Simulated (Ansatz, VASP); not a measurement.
**One calculation of ZnSe, two programs**

```
Zn Se
1.0
     0.00000    2.82768    2.82768
     2.82768    0.00000    2.82768
     2.82768    2.82768    0.00000
Zn Se
1 1
Direct
  0.00000 0.00000 0.00000
  0.75000 0.75000 0.75000
```

Alike in both runs: task single point; functional PBE; k mesh 10 × 10 × 10; occupations gaussian, width 0.05 eV; no spin polarisation.

```csv
,VASP,Ansatz
version,VASP 6.6.1,Ansatz 0.2.0
potentials or method,"VASP PAW PBE potentials, release 64 (Zn, Se), cutoff 520 eV","scalar-relativistic, plane waves, PAW"
valence electrons in the cell,18,28
```

|  | VASP | Ansatz | Ansatz less VASP |
| --- | --- | --- | --- |
| gap on the k mesh at the Fermi level (eV) | 1.32 | 1.31 | -0.002 |
| least direct gap on the mesh (eV) | 1.32 | 1.31 | -0.002 |
| pressure (GPa) | 2.8 | 2.5 | -0.24 |

The functional is the same, so the differences come from potentials, cutoffs and numerics. VASP's potentials hold 18 valence electrons a cell and Ansatz's 28, so a difference there can come from the potentials and not from the codes.
